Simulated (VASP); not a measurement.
Set up this calculation in VASP 6.6.1, as the native input.

```
Task                   : single point
Functional             : PBE
Potentials or basis    : VASP PAW PBE potentials, release 64 (Au, Sb)
Cutoff                 : 520 eV
k mesh                 : 10 × 10 × 10
Occupations            : fermi-dirac, width 0.08 eV
Spin                   : no spin polarisation
Dipole correction      : no
Further INCAR settings : ALGO = Normal; EDIFF = 1e-07; NBANDS = 15
```

The structure of SbAu (zincblende type) lies in POSCAR:

```
SbAu
1.0
    0.0000000000      3.0794513462      3.0794513462
    3.0794513462      0.0000000000      3.0794513462
    3.0794513462      3.0794513462      0.0000000000
Au Sb
1 1
Direct
    0.0000000000      0.0000000000      0.0000000000
    0.2500000000      0.2500000000      0.2500000000
```

This cell differs from its parent crystal: volume scaled by 0.97.

These files were run (other wordings do the same):

INCAR

```
PREC = Accurate
ENCUT = 520
EDIFF = 1E-7
ISMEAR = -1
SIGMA = 0.08
LREAL = False
LASPH = True
NELM = 100
ALGO = Normal
ISIF = 2
LWAVE = False
LCHARG = False
GGA = PE
NBANDS = 15
```

KPOINTS

```
regular mesh
0
Gamma
  10 10 10
```

Potentials or basis: VASP PAW PBE potentials, release 64 (Au, Sb).

Run with:

```console
$ cat potpaw_PBE.64/Au/POTCAR potpaw_PBE.64/Sb/POTCAR > POTCAR
$ mpirun -np 1 vasp_std > vasp.out
```

It gave:

- Pressure: 1.6 GPa
- Band gap on the k mesh: zero (band 8 reaches 8.06 eV, above the bottom of band 9 at 4.23 eV)

Caveat: spin-orbit coupling is left out, which moves the levels of the heavy elements.

Wall time 30 s on 1 thread of Intel(R) Xeon(R) Platinum 8259CL CPU @ 2.50GHz (Skylake/Cascade Lake), with other jobs on the host, peak memory 0.2 GiB.
